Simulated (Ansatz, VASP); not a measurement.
# C: VASP beside Ansatz

```xyz
10
Lattice="0.0000 1.4232 -3.3614 -2.4650 0.0000 0.0000 2.8758 10.1994 1.1205" Properties=species:S:1:pos:R:3 pbc="T T T"
C     0.9860    8.8236    1.0077
C    -1.4790    1.7078   -2.3537
C    -0.2465    3.8425   -2.3537
C    -1.4790    4.5541    1.0077
C    -0.2465    6.6889    1.0077
C    -0.2465    2.4194   -2.3523
C    -1.4790    3.1310    1.0091
C    -0.2465    5.2657    1.0091
C    -1.4790    7.4005    1.0091
C    -0.2465    9.5352    1.0091
```

Alike in both runs: task single point; functional PBE; dispersion D3(BJ); k mesh 7 × 11 × 3; occupations gaussian, width 0.05 eV; no spin polarisation.

|  | VASP | Ansatz |
| --- | --- | --- |
| version | VASP 6.6.1 | Ansatz 0.2.0 |
| potentials or method | VASP PAW PBE potentials, release 64 (C), cutoff 520 eV | scalar-relativistic, plane waves, PAW |
| valence electrons in the cell | 40 | 40 |

|  | VASP | Ansatz | Ansatz less VASP |
| --- | --- | --- | --- |
| gap on the k mesh at the Fermi level (eV) | none | none | - |
| pressure (GPa) | 4.9 | 4.5 | -0.42 |
| traceless stress, the component that is largest in VASP (GPa) | 15.42 | 15.42 | -0.002 |
| rms of the force components (eV/Å) | 1.603 | 1.608 | +0.0046 |

Atom by atom the forces differ by 0.008 eV/Å (rms over components). A gap of «none» marks a metal or a gap that the smearing closes.
